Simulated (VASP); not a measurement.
A run of VASP 6.6.1:

Contents of INCAR:

```
SYSTEM = CdS
  ALGO = Normal
  EDIFF = 1E-8
  ENCUT = 500
  GGA = PS
  GGA_COMPAT = .FALSE.
  IBRION = 6
  ISIF = 3
  ISMEAR = 0
  LASPH = .TRUE.
  LCHARG = .FALSE.
  LREAL = .FALSE.
  LWAVE = .FALSE.
  NELM = 120
  NFREE = 2
  NSW = 1
  POTIM = 0.015
  PREC = Accurate
  SIGMA = 0.01
```

The input KPOINTS:

```
k-points
0
G
  8 8 8
  0 0 0
```

The input POSCAR:

```
CdS
1.0
    0.0000000000      2.9116000000      2.9116000000
    2.9116000000      0.0000000000      2.9116000000
    2.9116000000      2.9116000000      0.0000000000
Cd S
1 1
Direct
    0.0000000000      0.0000000000      0.0000000000
    0.2500000000      0.2500000000      0.2500000000
```

Potentials or basis: VASP PAW PBE potentials, release 64 (Cd, S).

Launch:

```console
$ cat potpaw_PBE.64/Cd/POTCAR potpaw_PBE.64/S/POTCAR > POTCAR
$ mpirun -np 1 vasp_std > vasp.out
```

Hardware: 1 thread of Intel Xeon 8259CL (shared host).

Problem. How long does it take, and how much memory?

Solution. It took 24 min on 1 thread of Intel Xeon 8259CL, with other jobs on the host, peak memory 0.31 GiB. Counts: scf iterations 186, k points 29.
